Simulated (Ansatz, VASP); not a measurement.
# TiC: VASP beside Ansatz

INCAR

```
SYSTEM = TiC
PREC = Accurate ; ENCUT = 520
EDIFF = 1E-7 ; ISMEAR = -1
SIGMA = 0.08 ; LREAL = .FALSE.
LASPH = .TRUE. ; NELM = 60
ALGO = Normal ; ISIF = 2
LWAVE = .FALSE. ; LCHARG = .FALSE.
LDIPOL = .TRUE. ; IDIPOL = 3
DIPOL = 0.5 0.5 0.500 ; NBANDS = 33
```

The input KPOINTS:

```
Automatic mesh
0
G
  11 11 1
  0 0 0
```

POSCAR

```
TiC
1.0
    3.0129104802      0.0000000000      0.0000000000
    0.0000000000      3.0129104802      0.0000000000
    0.0000000000      0.0000000000     20.2609000000
Ti C
3 3
Direct
    0.2500000000      0.2500000000      0.3948492203
    0.7500000000      0.7500000000      0.5000000000
    0.2500000000      0.2500000000      0.6051507797
    0.7500000000      0.7500000000      0.3948492203
    0.2500000000      0.2500000000      0.5000000000
    0.7500000000      0.7500000000      0.6051507797
```

Input for Ansatz:

```yaml
crystal:
  lattice:
    - [3.0129104802, 0.0, 0.0]
    - [0.0, 3.0129104802, 0.0]
    - [0.0, 0.0, 20.2609]
  atoms:
    - { symbol: Ti, position: [0.25, 0.25, 0.3948492203] }
    - { symbol: C, position: [0.75, 0.75, 0.3948492203] }
    - { symbol: Ti, position: [0.75, 0.75, 0.5] }
    - { symbol: C, position: [0.25, 0.25, 0.5] }
    - { symbol: Ti, position: [0.25, 0.25, 0.6051507797] }
    - { symbol: C, position: [0.75, 0.75, 0.6051507797] }
kpoints:
  mp_grid: { grid: [11, 11, 1] }
scf:
  occupations: { method: fermi_dirac, width: 0.08 }
hamiltonian:
  xc: lda
  pseudopotentials: { kind: all_electron, lapw: { basis_error: 0.001 } }
output:
  forces: true
  stress: true
  eigenvalues: true
  populations: true
  dos: { projected: true, de: 0.2, e_range: [-14, 8] }
efield:
  axis: 3
  amplitude: 0
  dipole_correction: true
```

Alike in both runs: task single point; functional LDA; k mesh 11 × 11 × 1; occupations fermi-dirac, width 0.08 eV; no spin polarisation.

```csv
,VASP,Ansatz
version,VASP 6.6.1,Ansatz 0.2.0
potentials or method,"VASP PAW LDA potentials, release 64 (Ti_sv, C), cutoff 520 eV","all-electron LAPW, scalar-relativistic"
```

|  | VASP | Ansatz | Ansatz less VASP |
| --- | --- | --- | --- |
| rms of the force components (eV/Å) | 0.527 | 0.531 | +0.0039 |

LDA's correlation is that of Perdew and Zunger in VASP and of Perdew and Wang (1992) in Ansatz. Ansatz ran all-electron here, and VASP with PAW potentials. Ansatz's warnings: vacuum below fermi.
